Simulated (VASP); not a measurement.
# TaF3 (Pm-3m) in VASP: single point with r2SCAN

Aim: the single point of TaF3 with r2SCAN.

All numbers are computed with VASP 6.6.1; they aren't measurements. Logs are shortened: lines on timing, memory, paths and dates and some standing lists are left out, and cuts for length are marked.

## Step 1: The cell of the first run

The structure is cubic, space group Pm-3m (No. 221). The conventional cell has a = 3.879 Å, b = 3.879 Å, c = 3.879 Å, α = 90.00°, β = 90.00°, γ = 90.00°. Within 2.6 Å of Ta (site symmetry m-3m) lie 6 F at 1.94 Å. F (site symmetry 4/mmm) has 2 Ta at 1.94 Å within 2.6 Å.

## Step 2: Single point, r2SCAN

POSCAR

```
TaF3
1.0
    3.8787210000      0.0000000000      0.0000000000
    0.0000000000      3.8787210000      0.0000000000
    0.0000000000      0.0000000000      3.8787210000
Ta F
1 3
Direct
    0.0000000000      0.0000000000      0.0000000000
    0.5000000000      0.0000000000      0.0000000000
    0.0000000000      0.5000000000      0.0000000000
    0.0000000000      0.0000000000      0.5000000000
```

INCAR.step1

```
SYSTEM = TaF3
PREC     = Accurate       ! precision mode
ENCUT    = 520            ! plane-wave cutoff, eV
ISMEAR   = 0              ! smearing method
SIGMA    = 0.1693         ! smearing width, eV
LREAL    = .FALSE.        ! projectors in reciprocal space
LASPH    = .TRUE.         ! aspherical terms in the spheres
NELM     = 80             ! most SCF steps
NBANDS   = 24             ! bands
GGA      = PE             ! functional
ALGO     = Normal         ! electronic algorithm
EDIFF    = 1E-4           ! SCF threshold, eV
LWAVE    = .TRUE.         ! write WAVECAR
LCHARG   = .FALSE.        ! write CHGCAR
```

INCAR.step2

```
SYSTEM = TaF3
PREC     = Accurate       ! precision mode
ENCUT    = 520            ! plane-wave cutoff, eV
EDIFF    = 1E-6           ! SCF threshold, eV
ISMEAR   = 0              ! smearing method
SIGMA    = 0.1693         ! smearing width, eV
LREAL    = .FALSE.        ! projectors in reciprocal space
LASPH    = .TRUE.         ! aspherical terms in the spheres
NELM     = 80             ! most SCF steps
ALGO     = Normal         ! electronic algorithm
ISIF     = 2              ! what is computed and relaxed
LWAVE    = .FALSE.        ! write WAVECAR
LCHARG   = .FALSE.        ! write CHGCAR
METAGGA  = R2SCAN         ! meta-GGA
LMIXTAU  = .TRUE.       
NBANDS   = 24             ! bands
ISTART   = 1
```

KPOINTS

```
Automatic mesh
0
G
  9 9 9
  0 0 0
```

Potentials or basis: VASP PAW PBE potentials, release 64 (Ta_pv, F).

Started as:

```bash
> cat potpaw_PBE.64/Ta_pv/POTCAR potpaw_PBE.64/F/POTCAR > POTCAR
> cp INCAR.step1 INCAR
> mpirun -np 1 vasp_std > vasp.out
> cp INCAR.step2 INCAR
> mpirun -np 1 vasp_std > vasp.out
```

OUTCAR:

```text
SYSTEM = TaF3
   PREC = Accurate
   ENCUT = 520
   EDIFF = 1E-6
   ISMEAR = 0
   LREAL = .FALSE.
   LASPH = .TRUE.
   NELM = 80
   ISIF = 2
   METAGGA = R2SCAN
   ISTART = 1

 ion  position               nearest neighbor table
   1  0.000  0.000  0.000-   2 1.94   3 1.94   4 1.94   4 1.94   3 1.94   2 1.94
   2  0.500  0.000  0.000-   1 1.94   1 1.94
   3  0.000  0.500  0.000-   1 1.94   1 1.94
   4  0.000  0.000  0.500-   1 1.94   1 1.94

  LATTYP: Found a simple cubic cell.
 ALAT       =     3.8787210000

  Lattice vectors:

 A1 = (   3.8787210000,   0.0000000000,   0.0000000000)
 A2 = (   0.0000000000,   3.8787210000,   0.0000000000)
 A3 = (   0.0000000000,   0.0000000000,   3.8787210000)

Analysis of symmetry for initial positions (statically):
=====================================================================
 Subroutine PRICEL returns:
 Original cell was already a primitive cell.

 Routine SETGRP: Setting up the symmetry group for a
 simple cubic supercell.

 Subroutine GETGRP returns: Found 48 space group operations
 (whereof 48 operations were pure point group operations)
 out of a pool of 48 trial point group operations.

The static configuration has the point symmetry O_h .

Analysis of symmetry for dynamics (positions and initial velocities):
=====================================================================
 Subroutine PRICEL returns:
 Original cell was already a primitive cell.

 Routine SETGRP: Setting up the symmetry group for a
 simple cubic supercell.

 Subroutine GETGRP returns: Found 48 space group operations
 (whereof 48 operations were pure point group operations)
 out of a pool of 48 trial point group operations.

The dynamic configuration has the point symmetry O_h .

 Subroutine INISYM returns: Found 48 space group operations
 (whereof 48 operations are pure point group operations),
 and found     1 'primitive' translations

----------------------------------------------------------------------------------------

                                     Primitive cell

  volume of cell :      58.3533

  direct lattice vectors                    reciprocal lattice vectors
     3.878721000  0.000000000  0.000000000     0.257816945  0.000000000  0.000000000
     0.000000000  3.878721000  0.000000000     0.000000000  0.257816945  0.000000000
     0.000000000  0.000000000  3.878721000     0.000000000  0.000000000  0.257816945

  length of vectors
     3.878721000  3.878721000  3.878721000     0.257816945  0.257816945  0.257816945

  position of ions in fractional coordinates (direct lattice)
     0.000000000  0.000000000  0.000000000
     0.500000000  0.000000000  0.000000000
     0.000000000  0.500000000  0.000000000
     0.000000000  0.000000000  0.500000000

  ion indices of the primitive-cell ions
   primitive index   ion index
                 1           1
                 2           2
                 3           3
                 4           4

----------------------------------------------------------------------------------------

 KPOINTS: Automatic mesh

Automatic generation of k-mesh.
 Grid dimensions read from file:
 generate k-points for:    9    9    9

 Generating k-lattice:

  Cartesian coordinates                     Fractional coordinates (reciprocal lattice)
     0.028646327  0.000000000  0.000000000     0.111111111  0.000000000  0.000000000
     0.000000000  0.028646327  0.000000000     0.000000000  0.111111111  0.000000000
     0.000000000  0.000000000  0.028646327     0.000000000  0.000000000  0.111111111

  Length of vectors
     0.028646327  0.028646327  0.028646327

  Shift w.r.t. Gamma in fractional coordinates (k-lattice)
     0.000000000  0.000000000  0.000000000

 Subroutine IBZKPT returns following result:
 ===========================================

 Found     35 irreducible k-points:

 Following reciprocal coordinates:
            Coordinates               Weight
  0.000000  0.000000  0.000000      1.000000
  0.111111  0.000000  0.000000      6.000000
  0.222222  0.000000  0.000000      6.000000
  0.333333  0.000000  0.000000      6.000000
  0.444444  0.000000  0.000000      6.000000
  0.111111  0.111111  0.000000     12.000000
[... 16 lines left out ...]
  0.333333  0.333333  0.111111     24.000000
  0.444444  0.333333  0.111111     48.000000
 [... further k-points ...]
   k-points           NKPTS =     35   k-points in BZ     NKDIM =     35   number of bands    NBANDS=     24
   number of dos      NEDOS =    301   number of ions     NIONS =      4
   total plane-waves  NPLWV =  27000
   dimension x,y,z NGX =    30 NGY =   30 NGZ =   30
   dimension x,y,z NGXF=    60 NGYF=   60 NGZF=   60
   ions per type =               1   3
   NGX,Y,Z   is equivalent  to a cutoff of  12.86, 12.86, 12.86 a.u.
   NGXF,Y,Z  is equivalent  to a cutoff of  25.72, 25.72, 25.72 a.u.
 SYSTEM =  TaF3
   PREC   = accura    normal or accurate (medium, high low for compatibility)
   ISTART =      1    job   : 0-new  1-cont  2-samecut
   ICHARG =      0    charge: 1-file 2-atom 10-const
   ISPIN  =      1    spin polarized calculation?
   LNONCOLLINEAR =      F non collinear calculations
   LSORBIT =      F    spin-orbit coupling
   LASPH  =      T    aspherical Exc in radial PAW
   ENCUT  =  520.0 eV  38.22 Ry    6.18 a.u.   7.21  7.21  7.21*2*pi/ulx,y,z
   NELM   =     80;   NELMIN=  2; NELMDL=  0     # of ELM steps
   EDIFF  = 0.1E-05   stopping-criterion for ELM
   LREAL  =      F    real-space projection
   EDIFFG = 0.1E-04   stopping-criterion for IOM
   NSW    =      0    number of steps for IOM
   IBRION =     -1    ionic relax: 0-MD 1-quasi-New 2-CG
   NFREE  =      0    steps in history (QN), initial steepest desc. (CG)
   ISIF   =      2    stress and relaxation
   ISYM   =      2    0-nonsym 1-usesym 2-fastsym
   POTIM  = 0.5000    time-step for ionic-motion
   TEBEG  =    0.0;   TEEND  =   0.0 temperature during run
   PSTRESS=    0.0 pullay stress
   NELECT =      32.0000    total number of electrons
   NUPDOWN=      -1.0000    fix difference up-down
   EMIN   =  10.00;   EMAX   =-10.00  energy-range for DOS
   EFERMI =   0.00;   METHOD = LEGACY
   ISMEAR =     0;   SIGMA  =   0.17  broadening in eV -4-tet -1-fermi 0-gaus
   EFERMI_NEDOS =   21; number of points for ismear=-14 and -15
   IALGO  =     38    algorithm
   IMIX   =      4    mixing-type and parameters
     AMIX     =   0.40;   BMIX     =  1.00
     AMIX_MAG =   1.60;   BMIX_MAG =  1.00
  volume/ion in A,a.u.               =      14.59        98.45
  Fermi-wavevector in a.u.,A,eV,Ry     =   1.339994  2.532222 24.430413  1.795585
  Thomas-Fermi vector in A             =   2.468342
   LORBIT       =      0    0 simple, 1 ext, 2 COOP (PROOUT), +10 PAW based schemes
   METAGGA = R2SCAN    functional components
   LHFCALC =     F    Hartree Fock is set to
   AEXX    =    0.0000 exact exchange contribution
   IVDW    =     0    specifies the selected vdW correction
   LEPSILON=     F    determine dielectric tensor
   LRPA    =     F    only Hartree local field effects (RPA)
 non-spin polarized calculation
 Gauss-broadening in eV      SIGMA  =   0.17
  energy-cutoff  :      520.00
  volume of cell :       58.35
 maximum number of plane-waves:      1584
 NGX is ok and might be reduce to    30
   NGX = 15   NGY = 15   NGZ = 15

 number of electron      32.0000018 magnetization

 Free energy of the ion-electron system (eV)
  ---------------------------------------------------
  ext. energy  EPLUGINS =         0.00000000
  ---------------------------------------------------
  free energy    TOTEN  =       -67.36466715 eV

  energy without entropy =      -67.32053291  energy(sigma->0) =      -67.34260003

 E-fermi :   5.1482     XC(G=0):  -9.7429

 val. band max:        5.1379948598   @ k =   0.3333   0.3333   0.0000
 cond. band min:       5.1763842589   @ k =   0.3333   0.3333   0.0000
 fundamental gap:      0.0383893992
 Fermi energy:         5.1482196095

 k-point     1 :       0.0000    0.0000    0.0000
  band No.  band energies     occupation
      1     -33.3241      2.00000
      2     -33.3241      2.00000
      3     -33.3241      2.00000
      4     -25.8446      2.00000
      5     -25.5424      2.00000
      6     -25.5424      2.00000
[... 16 lines left out ...]
     23      13.8610      0.00000
     24      14.2269      0.00000

 k-point     2 :       0.1111    0.0000    0.0000
  band No.  band energies     occupation
      1     -33.3843      2.00000
      2     -33.3233      2.00000
      3     -33.3233      2.00000
      4     -25.7996      2.00000
      5     -25.5418      2.00000
      6     -25.4290      2.00000
[... 16 lines left out ...]
     23      13.9764      0.00000
     24      14.2251      0.00000

 k-point     3 :       0.2222    0.0000    0.0000
  band No.  band energies     occupation
      1     -33.5293      2.00000
      2     -33.3213      2.00000
      3     -33.3213      2.00000
      4     -25.7581      2.00000
      5     -25.5401      2.00000
      6     -25.0687      2.00000
[... 16 lines left out ...]
     23      14.2414      0.00000
     24      14.2881      0.00000

 k-point     4 :       0.3333    0.0000    0.0000
  band No.  band energies     occupation
      1     -33.6833      2.00000
      2     -33.3191      2.00000
      3     -33.3191      2.00000
      4     -25.7418      2.00000
      5     -25.5377      2.00000
      6     -24.6184      2.00000
[... 16 lines left out ...]
     23      14.2465      0.00000
     24      14.6836      0.00000

 k-point     5 :       0.4444    0.0000    0.0000
  band No.  band energies     occupation
      1     -33.7784      2.00000
      2     -33.3177      2.00000
      3     -33.3177      2.00000
      4     -25.7357      2.00000
      5     -25.5366      2.00000
      6     -24.3124      2.00000
[... 451 lines left out ...]
 k-point    22 :       0.4444    0.2222    0.1111
  band No.  band energies     occupation
      1     -33.7745      2.00000
      2     -33.5217      2.00000
      3     -33.3749      2.00000
      4     -25.4899      2.00000
      5     -25.0668      2.00000
      6     -24.3094      2.00000
[... 16 lines left out ...]
     23      13.1091      0.00000
     24      14.2470      0.00000

 k-point    23 :       0.3333    0.3333    0.1111
  band No.  band energies     occupation
      1     -33.6779      2.00000
      2     -33.6762      2.00000
      3     -33.3742      2.00000
      4     -25.4815      2.00000
      5     -24.6391      2.00000
      6     -24.5914      2.00000
[... 16 lines left out ...]
     23      12.1661      0.00000
     24      14.1617      0.00000

 k-point    24 :       0.4444    0.3333    0.1111
  band No.  band energies     occupation
      1     -33.7720      2.00000
      2     -33.6754      2.00000
      3     -33.3727      2.00000
      4     -25.4773      2.00000
      5     -24.6142      2.00000
      6     -24.3074      2.00000
[... 16 lines left out ...]
     23      12.5207      0.00000
     24      14.1500      0.00000

 [... further k-points ...]
[... 5 lines left out ...]
  --------------------------------------------------------------------------------------
  -------------------------------------------------------------------------------------
  Total        9.8019746      9.8019746      9.8019746      0.0000000      0.0000000      0.0000000
  in kB      269.1277818    269.1277818    269.1277818      0.0000000      0.0000000      0.0000000
  external PRESSURE =     269.1277818 kB  Pullay stress =       0.0000000 kB

 VOLUME and BASIS-vectors are now :
 -----------------------------------------------------------------------------
  energy-cutoff  :      520.00
  volume of cell :       58.35
      direct lattice vectors                 reciprocal lattice vectors
     3.878721000  0.000000000  0.000000000     0.257816945  0.000000000  0.000000000
     0.000000000  3.878721000  0.000000000     0.000000000  0.257816945  0.000000000
     0.000000000  0.000000000  3.878721000     0.000000000  0.000000000  0.257816945

 POSITION                                       TOTAL-FORCE (eV/Angst)
 -----------------------------------------------------------------------------------
      0.00000      0.00000      0.00000         0.000000      0.000000      0.000000
      1.93936      0.00000      0.00000         0.000000      0.000000      0.000000
      0.00000      1.93936      0.00000         0.000000      0.000000      0.000000
      0.00000      0.00000      1.93936         0.000000      0.000000      0.000000
 -----------------------------------------------------------------------------------
    total drift:                                0.000000      0.000000      0.000000

  FREE ENERGIE OF THE ION-ELECTRON SYSTEM (eV)
  ---------------------------------------------------
  free  energy   TOTEN  =       -67.3646671466 eV

  energy  without entropy=      -67.3205329136  energy(sigma->0) =      -67.34260003
```

Wall time 80 s (1 thread of Intel Xeon 6975P-C (Granite Rapids), shared host); peak memory 0.19 GiB.

What came out:

| Property | Result |
| --- | --- |
| Free energy | -67.3647 eV |
| Pressure | 26.9 GPa |
| Band gap on the k mesh | zero (band 16 reaches 6.85 eV, above the bottom of band 17 at 3.84 eV) |

Levels at points of the mesh, in eV from the Fermi level:
| k point | band 14 | band 15 | band 16 | band 17 | band 18 | band 19 |
| --- | --- | --- | --- | --- | --- | --- |
| (0.00, 0.00, 0.00) | -9.93 | -9.93 | -1.30 | -1.30 | -1.30 | -0.59 |

Caveat: the PAW data sets were made with another functional, which shifts forces and pressure a little; spin-orbit coupling is left out, which moves the levels of the heavy elements.
